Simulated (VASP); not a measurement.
# Li2Se (Fm-3m) in VASP: further runs

Li2Se is run at these levels: r2SCAN; tasks: single point.

All numbers are computed with VASP 6.6.1; they aren't measurements. Logs are shortened: lines on timing, memory, paths and dates and some standing lists are left out, and cuts for length are marked.

### 1 The cell of the first run

Symmetry: Fm-3m, No. 225, cubic system. The conventional cell has a = 5.493 Å, b = 5.493 Å, c = 5.493 Å, α = 90.00°, β = 90.00°, γ = 90.00°. Li (site symmetry -43m) has 4 Se at 2.38 Å and 6 Li at 2.75 Å within 3.1 Å. Se (site symmetry m-3m) has 8 Li at 2.38 Å within 3.1 Å.

### 2 Single point, r2SCAN

File POSCAR:

```
Li2Se
1.0
    2.7463580023      2.7463580023      0.0000000000
   -2.7463580023      2.7463580023      0.0000000000
    0.0000000000      2.7463580023      2.7463580023
Li Se
2 1
Direct
    0.2500000000      0.7500000000      0.5000000000
    0.7500000000      0.2500000000      0.5000000000
    0.0000000000      0.0000000000      0.0000000000
```

File INCAR.step1:

```
SYSTEM = Li2Se
PREC = Accurate ; ENCUT = 830
ISMEAR = 0 ; SIGMA = 0.01
LREAL = .False. ; LASPH = .True.
NELM = 120 ; NBANDS = 13
GGA = PE ; ALGO = Normal
EDIFF = 1E-5 ; LWAVE = .True.
LCHARG = .False. ; GGA_COMPAT = .False.
```

File INCAR.step2:

```
SYSTEM = Li2Se
PREC = Accurate ; ENCUT = 830
EDIFF = 1E-6 ; ISMEAR = 0
SIGMA = 0.01 ; LREAL = .False.
LASPH = .True. ; NELM = 120
ALGO = Normal ; ISIF = 2
LWAVE = .False. ; LCHARG = .False.
METAGGA = R2SCAN ; LMIXTAU = .True.
NBANDS = 13 ; ISTART = 1
GGA_COMPAT = .False.
```

File KPOINTS:

```
regular mesh
0
Gamma
  8 8 8
  0 0 0
```

Potentials or basis: VASP PAW PBE potentials, release 64 (Li_sv, Se).

On the command line:

```sh
> cat potpaw_PBE.64/Li_sv/POTCAR potpaw_PBE.64/Se/POTCAR > POTCAR
> cp INCAR.step1 INCAR
> mpirun -np 1 vasp_std > vasp.out
> cp INCAR.step2 INCAR
> mpirun -np 1 vasp_std > vasp.out
```

OUTCAR:

```text
SYSTEM = Li2Se
   PREC = Accurate
   ENCUT = 830
   EDIFF = 1E-6
   ISMEAR = 0
   LREAL = .False.
   LASPH = .True.
   NELM = 120
   ISIF = 2
   METAGGA = R2SCAN
   ISTART = 1

 ion  position               nearest neighbor table
   1  0.250  0.750  0.500-   3 2.38   3 2.38   3 2.38   3 2.38
   2  0.750  0.250  0.500-   3 2.38   3 2.38   3 2.38   3 2.38
   3  0.000  0.000  0.000-   2 2.38   1 2.38   1 2.38   2 2.38   1 2.38   2 2.38   2 2.38   1 2.38

  LATTYP: Found a face centered cubic cell.
 ALAT       =     5.4927160046

  Lattice vectors:

 A1 = (   0.0000000000,   2.7463580023,   2.7463580023)
 A2 = (   2.7463580023,   0.0000000000,   2.7463580023)
 A3 = (   2.7463580023,   2.7463580023,   0.0000000000)

Analysis of symmetry for initial positions (statically):
=====================================================================
 Subroutine PRICEL returns:
 Original cell was already a primitive cell.

 Routine SETGRP: Setting up the symmetry group for a
 face centered cubic supercell.

 Subroutine GETGRP returns: Found 48 space group operations
 (whereof 48 operations were pure point group operations)
 out of a pool of 48 trial point group operations.

The static configuration has the point symmetry O_h .

Analysis of symmetry for dynamics (positions and initial velocities):
=====================================================================
 Subroutine PRICEL returns:
 Original cell was already a primitive cell.

 Routine SETGRP: Setting up the symmetry group for a
 face centered cubic supercell.

 Subroutine GETGRP returns: Found 48 space group operations
 (whereof 48 operations were pure point group operations)
 out of a pool of 48 trial point group operations.

The dynamic configuration has the point symmetry O_h .

 Subroutine INISYM returns: Found 48 space group operations
 (whereof 48 operations are pure point group operations),
 and found     1 'primitive' translations

----------------------------------------------------------------------------------------

                                     Primitive cell

  volume of cell :      41.4287

  direct lattice vectors                    reciprocal lattice vectors
     2.746358002  2.746358002  0.000000000     0.182059294  0.182059294 -0.182059294
    -2.746358002  2.746358002  0.000000000    -0.182059294  0.182059294 -0.182059294
     0.000000000  2.746358002  2.746358002     0.000000000  0.000000000  0.364118589

  length of vectors
     3.883936734  3.883936734  3.883936734     0.315335948  0.315335948  0.364118589

  position of ions in fractional coordinates (direct lattice)
     0.250000000  0.750000000  0.500000000
     0.750000000  0.250000000  0.500000000
     0.000000000  0.000000000  0.000000000

  ion indices of the primitive-cell ions
   primitive index   ion index
                 1           1
                 2           2
                 3           3

----------------------------------------------------------------------------------------

 KPOINTS: regular mesh

Automatic generation of k-mesh.
 Grid dimensions read from file:
 generate k-points for:    8    8    8

 Generating k-lattice:

  Cartesian coordinates                     Fractional coordinates (reciprocal lattice)
     0.022757412  0.022757412 -0.022757412     0.125000000  0.000000000  0.000000000
    -0.022757412  0.022757412 -0.022757412     0.000000000  0.125000000  0.000000000
     0.000000000  0.000000000  0.045514824     0.000000000  0.000000000  0.125000000

  Length of vectors
     0.039416993  0.039416993  0.045514824

  Shift w.r.t. Gamma in fractional coordinates (k-lattice)
     0.000000000  0.000000000  0.000000000

 Subroutine IBZKPT returns following result:
 ===========================================

 Found     29 irreducible k-points:

 Following reciprocal coordinates:
            Coordinates               Weight
  0.000000  0.000000  0.000000      1.000000
  0.125000  0.000000  0.000000      8.000000
  0.250000  0.000000  0.000000      8.000000
  0.375000  0.000000  0.000000      8.000000
  0.500000  0.000000  0.000000      4.000000
  0.125000  0.125000  0.000000     12.000000
[... 16 lines left out ...]
  0.375000  0.250000  0.125000     48.000000
  0.500000  0.250000  0.125000     24.000000
 [... further k-points ...]
   k-points           NKPTS =     29   k-points in BZ     NKDIM =     29   number of bands    NBANDS=     13
   number of dos      NEDOS =    301   number of ions     NIONS =      3
   total plane-waves  NPLWV =  46656
   dimension x,y,z NGX =    36 NGY =   36 NGZ =   36
   dimension x,y,z NGXF=    72 NGYF=   72 NGZF=   72
   ions per type =               2   1
   NGX,Y,Z   is equivalent  to a cutoff of  15.41, 15.41, 15.41 a.u.
   NGXF,Y,Z  is equivalent  to a cutoff of  30.82, 30.82, 30.82 a.u.
 SYSTEM =  Li2Se
   PREC   = accura    normal or accurate (medium, high low for compatibility)
   ISTART =      1    job   : 0-new  1-cont  2-samecut
   ICHARG =      0    charge: 1-file 2-atom 10-const
   ISPIN  =      1    spin polarized calculation?
   LNONCOLLINEAR =      F non collinear calculations
   LSORBIT =      F    spin-orbit coupling
   LASPH  =      T    aspherical Exc in radial PAW
   ENCUT  =  830.0 eV  61.00 Ry    7.81 a.u.   9.12  9.12  9.12*2*pi/ulx,y,z
   NELM   =    120;   NELMIN=  2; NELMDL=  0     # of ELM steps
   EDIFF  = 0.1E-05   stopping-criterion for ELM
   LREAL  =      F    real-space projection
   EDIFFG = 0.1E-04   stopping-criterion for IOM
   NSW    =      0    number of steps for IOM
   IBRION =     -1    ionic relax: 0-MD 1-quasi-New 2-CG
   NFREE  =      0    steps in history (QN), initial steepest desc. (CG)
   ISIF   =      2    stress and relaxation
   ISYM   =      2    0-nonsym 1-usesym 2-fastsym
   POTIM  = 0.5000    time-step for ionic-motion
   TEBEG  =    0.0;   TEEND  =   0.0 temperature during run
   PSTRESS=    0.0 pullay stress
   NELECT =      12.0000    total number of electrons
   NUPDOWN=      -1.0000    fix difference up-down
   EMIN   =  10.00;   EMAX   =-10.00  energy-range for DOS
   EFERMI =   0.00;   METHOD = LEGACY
   ISMEAR =     0;   SIGMA  =   0.01  broadening in eV -4-tet -1-fermi 0-gaus
   EFERMI_NEDOS =   21; number of points for ismear=-14 and -15
   IALGO  =     38    algorithm
   IMIX   =      4    mixing-type and parameters
     AMIX     =   0.40;   BMIX     =  1.00
     AMIX_MAG =   1.60;   BMIX_MAG =  1.00
  volume/ion in A,a.u.               =      13.81        93.19
  Fermi-wavevector in a.u.,A,eV,Ry     =   1.083182  2.046917 15.963487  1.173283
  Thomas-Fermi vector in A             =   2.219242
   LORBIT       =      0    0 simple, 1 ext, 2 COOP (PROOUT), +10 PAW based schemes
   METAGGA = R2SCAN    functional components
   LHFCALC =     F    Hartree Fock is set to
   AEXX    =    0.0000 exact exchange contribution
   IVDW    =     0    specifies the selected vdW correction
   LEPSILON=     F    determine dielectric tensor
   LRPA    =     F    only Hartree local field effects (RPA)
 non-spin polarized calculation
 Gauss-broadening in eV      SIGMA  =   0.01
  energy-cutoff  :      830.00
  volume of cell :       41.43
 maximum number of plane-waves:      2272
   NGX = 19   NGY = 19   NGZ = 19

 number of electron      12.0000002 magnetization

 Free energy of the ion-electron system (eV)
  ---------------------------------------------------
  ext. energy  EPLUGINS =         0.00000000
  ---------------------------------------------------
  free energy    TOTEN  =       -22.98305902 eV

  energy without entropy =      -22.98305902  energy(sigma->0) =      -22.98305902

 E-fermi :   2.6850     XC(G=0):  -9.7209

 val. band max:        2.4793538116   @ k =   0.0000   0.0000   0.0000
 cond. band min:       5.6358820490   @ k =   0.5000   0.5000   0.0000
 fundamental gap:      3.1565282374
 Fermi energy:         2.6850373172

 k-point     1 :       0.0000    0.0000    0.0000
  band No.  band energies     occupation
      1     -43.3859      2.00000
      2     -43.3183      2.00000
      3     -10.1712      2.00000
      4       2.4794      2.00000
      5       2.4794      2.00000
      6       2.4794      2.00000
      7       7.9792      0.00000
      8       8.8298      0.00000
      9       8.8298      0.00000
     10       8.8298      0.00000
     11      14.4733      0.00000
     12      14.4733      0.00000
     13      15.4747      0.00000

 k-point     2 :       0.1250    0.0000    0.0000
  band No.  band energies     occupation
      1     -43.3830      2.00000
      2     -43.3206      2.00000
      3     -10.0927      2.00000
      4       1.6275      2.00000
      5       2.3391      2.00000
      6       2.3391      2.00000
      7       8.3818      0.00000
      8       9.1435      0.00000
      9       9.1435      0.00000
     10       9.5593      0.00000
     11      13.2043      0.00000
     12      13.2043      0.00000
     13      15.7228      0.00000

 k-point     3 :       0.2500    0.0000    0.0000
  band No.  band energies     occupation
      1     -43.3750      2.00000
      2     -43.3272      2.00000
      3      -9.8881      2.00000
      4       0.1307      2.00000
      5       2.0461      2.00000
      6       2.0461      2.00000
      7       8.8937      0.00000
      8       9.5063      0.00000
      9       9.5063      0.00000
     10      11.0954      0.00000
     11      12.8866      0.00000
     12      12.8866      0.00000
     13      16.5699      0.00000
[... 305 lines left out ...]
 k-point    23 :       0.3750    0.2500    0.1250
  band No.  band energies     occupation
      1     -43.3604      2.00000
      2     -43.3396      2.00000
      3      -9.5399      2.00000
      4      -0.7769      2.00000
      5       0.6977      2.00000
      6       1.3371      2.00000
      7       8.5971      0.00000
      8       9.9278      0.00000
      9      11.1523      0.00000
     10      12.0820      0.00000
     11      13.9497      0.00000
     12      16.4044      0.00000
     13      18.0943      0.00000

 k-point    24 :       0.5000    0.2500    0.1250
  band No.  band energies     occupation
      1     -43.3498      2.00000
      2     -43.3497      2.00000
      3      -9.4537      2.00000
      4      -1.1029      2.00000
      5       0.6907      2.00000
      6       1.1125      2.00000
      7       8.6697      0.00000
      8       9.7626      0.00000
      9      11.9364      0.00000
     10      12.7437      0.00000
     11      13.9640      0.00000
     12      15.7667      0.00000
     13      17.7808      0.00000

 [... further k-points ...]

------------------------ aborting loop because EDIFF is reached ----------------------------------------

  FORCE on cell =-STRESS in cart. coord.  units (eV):
  Direction    XX          YY          ZZ          XY          YZ          ZX
  --------------------------------------------------------------------------------------
  -------------------------------------------------------------------------------------
  Total        3.8643931      3.8643931      3.8643931     -0.0000000     -0.0000000      0.0000000
  in kB      149.4481126    149.4481126    149.4481126     -0.0000000     -0.0000000      0.0000000
  external PRESSURE =     149.4481126 kB  Pullay stress =       0.0000000 kB

 VOLUME and BASIS-vectors are now :
 -----------------------------------------------------------------------------
  energy-cutoff  :      830.00
  volume of cell :       41.43
      direct lattice vectors                 reciprocal lattice vectors
     2.746358002  2.746358002  0.000000000     0.182059294  0.182059294 -0.182059294
    -2.746358002  2.746358002  0.000000000    -0.182059294  0.182059294 -0.182059294
     0.000000000  2.746358002  2.746358002     0.000000000  0.000000000  0.364118589

 POSITION                                       TOTAL-FORCE (eV/Angst)
 -----------------------------------------------------------------------------------
     -1.37318      4.11954      1.37318         0.000000     -0.000000     -0.000000
      1.37318      4.11954      1.37318        -0.000000      0.000000      0.000000
      0.00000      0.00000      0.00000         0.000000     -0.000000      0.000000
 -----------------------------------------------------------------------------------
    total drift:                                0.000000      0.000000      0.000000

  FREE ENERGIE OF THE ION-ELECTRON SYSTEM (eV)
  ---------------------------------------------------
  free  energy   TOTEN  =       -22.9830590176 eV

  energy  without entropy=      -22.9830590176  energy(sigma->0) =      -22.98305902
```

It took 51 s on 1 thread of Intel Xeon 6975P-C (Granite Rapids), shared host; peak memory 0.22 GiB.

Results:

```yaml
Free_energy: -22.9831 eV
Pressure: 14.9 GPa
Band_gap_on_the_k_mesh: 3.16 eV (least direct gap 5.26 eV)
```

Levels at points of the mesh, in eV from the valence-band top:
```tsv
k point	band 4	band 5	band 6	band 7	band 8	band 9
(0.00, 0.00, 0.00)	0.00	0.00	0.00	5.50	6.35	6.35
(0.50, 0.00, 0.00)	-3.95	-0.77	-0.77	6.64	6.64	7.17
(0.50, 0.50, 0.00)	-2.96	-2.10	-2.10	3.16	7.64	13.33
```

Caveat: the cell stands under pressure; the PAW data sets were made with another functional, which shifts forces and pressure a little.

### 3 Single point, r2SCAN

File POSCAR:

```
Li2Se
1.0
    2.7463580022      2.7463580022      0.0000000000
   -2.7463580022      2.7463580022      0.0000000000
    0.0000000000      2.7463580022      2.7463580022
Li Se
2 1
Direct
    0.2500000000      0.7500000000      0.5000000000
    0.7500000000      0.2500000000      0.5000000000
    0.0000000000      0.0000000000      0.0000000000
```

File INCAR.step1:

```
SYSTEM = Li2Se
PREC     = Accurate       ! precision mode
ENCUT    = 830            ! plane-wave cutoff, eV
ISMEAR   = 0              ! smearing method
SIGMA    = 0.01           ! smearing width, eV
LREAL    = .FALSE.        ! projectors in reciprocal space
LASPH    = .TRUE.         ! aspherical terms in the spheres
NELM     = 120            ! most SCF steps
NBANDS   = 13             ! bands
GGA      = PE             ! functional
ALGO     = Normal         ! electronic algorithm
EDIFF    = 1E-5           ! SCF threshold, eV
LWAVE    = .TRUE.         ! write WAVECAR
LCHARG   = .FALSE.        ! write CHGCAR
GGA_COMPAT= .FALSE.
```

File INCAR.step2:

```
SYSTEM = Li2Se
PREC     = Accurate       ! precision mode
ENCUT    = 830            ! plane-wave cutoff, eV
EDIFF    = 1E-6           ! SCF threshold, eV
ISMEAR   = 0              ! smearing method
SIGMA    = 0.01           ! smearing width, eV
LREAL    = .FALSE.        ! projectors in reciprocal space
LASPH    = .TRUE.         ! aspherical terms in the spheres
NELM     = 120            ! most SCF steps
ALGO     = Normal         ! electronic algorithm
ISIF     = 2              ! what is computed and relaxed
LWAVE    = .FALSE.        ! write WAVECAR
LCHARG   = .TRUE.         ! write CHGCAR
METAGGA  = R2SCAN         ! meta-GGA
LMIXTAU  = .TRUE.       
LELF     = .TRUE.         ! ELF
LVHAR    = .TRUE.       
NBANDS   = 13             ! bands
ISTART   = 1            
GGA_COMPAT= .FALSE.
```

File KPOINTS:

```
Automatic mesh
0
G
  8 8 8
  0 0 0
```

Potentials or basis: VASP PAW PBE potentials, release 64 (Li_sv, Se).

On the command line:

```sh
> cat potpaw_PBE.64/Li_sv/POTCAR potpaw_PBE.64/Se/POTCAR > POTCAR
> cp INCAR.step1 INCAR
> mpirun -np 1 vasp_std > vasp.out
> cp INCAR.step2 INCAR
> mpirun -np 1 vasp_std > vasp.out
```

It took 52 s on 1 thread of Intel Xeon 6975P-C (Granite Rapids), shared host; peak memory 0.23 GiB.

Results (log left out):

- Free energy: -22.9831 eV
- Pressure: 14.9 GPa
- Band gap on the k mesh: 3.16 eV (least direct gap 5.26 eV)

Levels at points of the mesh, in eV from the valence-band top:
```csv
k point,band 3,band 4,band 5,band 6,band 7,band 8,band 9,band 10
"(0.00, 0.00, 0.00)",-12.65,0.00,0.00,0.00,5.50,6.35,6.35,6.35
"(0.50, 0.00, 0.00)",-12.03,-3.95,-0.77,-0.77,6.64,6.64,7.17,9.84
"(0.50, 0.50, 0.00)",-11.85,-2.96,-2.10,-2.10,3.16,7.64,13.33,13.33
```

Caveat: the cell stands under pressure; the PAW data sets were made with another functional, which shifts forces and pressure a little. A k mesh can miss the band edges.

### 4 Single point, r2SCAN

This run uses another cell than the first one, of 14.72 Å³/atom.

File POSCAR:

```
Li2Se
1.0
    2.8055067867      2.8055067867      0.0000000000
   -2.8055067867      2.8055067867      0.0000000000
    0.0000000000      2.8055067867      2.8055067867
Li Se
2 1
Direct
    0.2500000000      0.7500000000      0.5000000000
    0.7500000000      0.2500000000      0.5000000000
    0.0000000000      0.0000000000      0.0000000000
```

File INCAR.step1:

```
SYSTEM = Li2Se
ALGO     = Normal         ! electronic algorithm
EDIFF    = 1E-5           ! SCF threshold, eV
ENCUT    = 830            ! plane-wave cutoff, eV
GGA      = PE             ! functional
GGA_COMPAT= .False.      
ISMEAR   = 0              ! smearing method
LASPH    = .True.         ! aspherical terms in the spheres
LCHARG   = .False.        ! write CHGCAR
LREAL    = .False.        ! projectors in reciprocal space
LWAVE    = .True.         ! write WAVECAR
NBANDS   = 13             ! bands
NELM     = 120            ! most SCF steps
PREC     = Accurate       ! precision mode
SIGMA    = 0.01           ! smearing width, eV
```

File INCAR.step2:

```
SYSTEM = Li2Se
ALGO     = Normal         ! electronic algorithm
EDIFF    = 1E-6           ! SCF threshold, eV
ENCUT    = 830            ! plane-wave cutoff, eV
GGA_COMPAT= .False.      
ISIF     = 2              ! what is computed and relaxed
ISMEAR   = 0              ! smearing method
ISTART   = 1            
LASPH    = .True.         ! aspherical terms in the spheres
LCHARG   = .True.         ! write CHGCAR
LELF     = .True.         ! ELF
LMIXTAU  = .True.       
LREAL    = .False.        ! projectors in reciprocal space
LVHAR    = .True.       
LWAVE    = .False.        ! write WAVECAR
METAGGA  = R2SCAN         ! meta-GGA
NBANDS   = 13             ! bands
NELM     = 120            ! most SCF steps
PREC     = Accurate       ! precision mode
SIGMA    = 0.01           ! smearing width, eV
```

File KPOINTS:

```
k-points
0
Gamma
  8 8 8
  0 0 0
```

On the command line:

```sh
> cat potpaw_PBE.64/Li_sv/POTCAR potpaw_PBE.64/Se/POTCAR > POTCAR
> cp INCAR.step1 INCAR
> mpirun -np 1 vasp_std > vasp.out
> cp INCAR.step2 INCAR
> mpirun -np 1 vasp_std > vasp.out
```

Run time: 76 s. Hardware: 1 thread of Intel Xeon 6975P-C (Granite Rapids), shared host; peak memory 0.27 GiB.

It converged, with:

| Property | Result |
| --- | --- |
| Free energy | -23.1934 eV |
| Pressure | 9.5 GPa |
| Band gap on the k mesh | 3.26 eV (least direct gap 5.12 eV) |

Levels at points of the mesh, in eV from the valence-band top:
```tsv
k point	band 3	band 4	band 5	band 6	band 7	band 8	band 9	band 10
(0.00, 0.00, 0.00)	-12.42	0.00	0.00	0.00	5.12	6.36	6.36	6.36
(0.50, 0.00, 0.00)	-11.86	-3.68	-0.70	-0.70	6.65	6.65	6.81	9.55
(0.50, 0.50, 0.00)	-11.69	-2.80	-1.92	-1.92	3.26	7.42	12.82	12.82
```

Caveat: the cell stands under pressure; the PAW data sets were made with another functional, which shifts forces and pressure a little.

(Part 1 of 2 ends here.)
